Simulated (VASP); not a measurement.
Wanted: the native input for a VASP 6.6.1 run.

| Property | Result |
| --- | --- |
| Task | single point |
| Functional | LDA |
| Potentials or basis | VASP PAW LDA potentials, release 64 (Ga_d, As) |
| Cutoff | 500 eV |
| k mesh | 4 × 4 × 4 |
| Occupations | gaussian, width 0.01 eV |
| Spin | no spin polarisation |
| Dipole correction | no |
| Further INCAR settings | ALGO = Normal; EDIFF = 1e-06; NBANDS = 16 |

The structure of GaAs (gwl) lies in POSCAR:

```
GaAs
1.0
    0.0000000000      2.8016907859      2.8016907859
    2.8016907859      0.0000000000      2.8016907859
    2.8016907859      2.8016907859      0.0000000000
Ga As
1 1
Direct
    0.0000000000      0.0000000000      0.0000000000
    0.7500000000      0.7500000000      0.7500000000
```

The input as run:

INCAR

```
  PREC = Accurate
  ENCUT = 500
  EDIFF = 1E-6
  ISMEAR = 0
  SIGMA = 0.01
  LREAL = False
  LASPH = True
  NELM = 120
  ALGO = Normal
  ISIF = 2
  LWAVE = False
  LCHARG = False
  GGA = CA
  NBANDS = 16
  GGA_COMPAT = False
```

KPOINTS

```
Automatic mesh
0
Gamma
  4 4 4
```

Potentials or basis: VASP PAW LDA potentials, release 64 (Ga_d, As).

Run with:

```bash
$ cat potpaw_LDA.64/Ga_d/POTCAR potpaw_LDA.64/As/POTCAR > POTCAR
$ mpirun -np 1 vasp_std > vasp.out
```

Results of the run:

The pressure is 0.6 GPa. The band gap on the k mesh is 0.52 eV, direct.

Caveat: the k points lie up to 0.49 Å⁻¹ apart.

Wall time 9.2 s on 1 thread of Intel(R) Xeon(R) Platinum 8488C (Sapphire Rapids), with other jobs on the host, peak memory 0.14 GiB.
